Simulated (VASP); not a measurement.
Set up this calculation in VASP 6.6.1, as the native input.

| Item | Value |
| --- | --- |
| Task | single point |
| Functional | PBE |
| Potentials or basis | VASP PAW PBE potentials, release 64 (W_sv) |
| Cutoff | 520 eV |
| k mesh | 26 × 26 × 26 |
| Occupations | gaussian, width 0.15 eV |
| Spin | no spin polarisation |
| Dipole correction | no |
| Further INCAR settings | ALGO = Fast; EDIFF = 1e-06; NBANDS = 13 |

The structure of W lies in POSCAR:

```
W
1.0
   -1.6156560122      1.6156560122      1.6395327021
    1.6156560122     -1.6156560122      1.6395327021
    1.6156560122      1.6156560122     -1.6395327021
W
1
Direct
    0.0000000000      0.0000000000      0.0000000000
```

This cell differs from its parent crystal: strain +0.015 along x and y, +0.030 along z.

These files were run (other wordings do the same):

INCAR

```
SYSTEM = W
  ALGO = Fast
  EDIFF = 1E-6
  ENCUT = 520
  GGA = PE
  ISIF = 2
  ISMEAR = 0
  LASPH = .True.
  LCHARG = .True.
  LELF = .True.
  LREAL = .False.
  LVHAR = .True.
  LWAVE = .False.
  NBANDS = 13
  NELM = 80
  PREC = Accurate
  SIGMA = 0.15
```

KPOINTS

```
k-points
0
Gamma
  26 26 26
  0 0 0
```

Potentials or basis: VASP PAW PBE potentials, release 64 (W_sv).

Launch:

```bash
$ cat potpaw_PBE.64/W_sv/POTCAR > POTCAR
$ mpirun -np 1 vasp_std > vasp.out
```

It gave:

```json
{
 "Pressure": "-15.5 GPa",
 "Band gap on the k mesh": "zero (bands 7 and 8 overlap by 5.60 eV)"
}
```

Caveat: the cell differs from its parent crystal (strain +0.015 along x and y, +0.030 along z); the cell stands under tension; spin-orbit coupling is left out, which moves the levels of the heavy elements.

It took 97 s on 1 thread of Intel(R) Xeon(R) 6975P-C (Granite Rapids) (shared host), peak memory 0.38 GiB.
